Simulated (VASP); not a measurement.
Write the native input for VASP 6.6.1 that does the following.

| Property | Result |
| --- | --- |
| Task | single point |
| Functional | PBEsol |
| Potentials or basis | VASP PAW PBE potentials, release 64 (Ti_sv, O) |
| Cutoff | 520 eV |
| k mesh | 12 × 12 × 4 |
| Occupations | gaussian, width 0.1 eV |
| Spin | no spin polarisation |
| Dipole correction | no |
| Further INCAR settings | ALGO = Normal; EDIFF = 1e-06; NBANDS = 26 |

The structure of TiO lies in POSCAR:

```
TiO
1.0
    2.8516080131      0.0000000000      0.0000000000
   -1.4258040066      2.4695649810      0.0000000000
    0.0000000000      0.0000000000      5.5675030000
Ti O
2 2
Direct
    0.3333333333      0.6666666667      0.2500000000
    0.6666666667      0.3333333333      0.7500000000
    0.0000000000      0.0000000000      0.0000000000
    0.0000000000      0.0000000000      0.5000000000
```

One way to write it, as run:

INCAR

```
SYSTEM = TiO
ALGO     = Normal         ! electronic algorithm
EDIFF    = 1E-6           ! SCF threshold, eV
ENCUT    = 520            ! plane-wave cutoff, eV
GGA      = PS             ! functional
ISIF     = 2              ! what is computed and relaxed
ISMEAR   = 0              ! smearing method
LASPH    = .TRUE.         ! aspherical terms in the spheres
LCHARG   = .FALSE.        ! write CHGCAR
LREAL    = .FALSE.        ! projectors in reciprocal space
LWAVE    = .FALSE.        ! write WAVECAR
NBANDS   = 26             ! bands
NELM     = 100            ! most SCF steps
PREC     = Accurate       ! precision mode
SIGMA    = 0.1            ! smearing width, eV
```

KPOINTS

```
k-points
0
G
  12 12 4
  0 0 0
```

Potentials or basis: VASP PAW PBE potentials, release 64 (Ti_sv, O).

Run with:

```console
$ cat potpaw_PBE.64/Ti_sv/POTCAR potpaw_PBE.64/O/POTCAR > POTCAR
$ mpirun -np 1 vasp_std > vasp.out
```

It gave:

The pressure is -9.3 GPa and the band gap on the k mesh is zero (band 18 reaches 11.20 eV, above the bottom of band 19 at 10.99 eV).

Caveat: the PAW data sets were made with another functional, which shifts forces and pressure a little; semilocal functionals often make such compounds metallic where correlation or magnetic order opens a gap, which also shifts bond lengths.

Wall time 57 s on 1 thread of AMD EPYC 7R13 Processor (Zen 3) (shared host), peak memory 0.16 GiB.
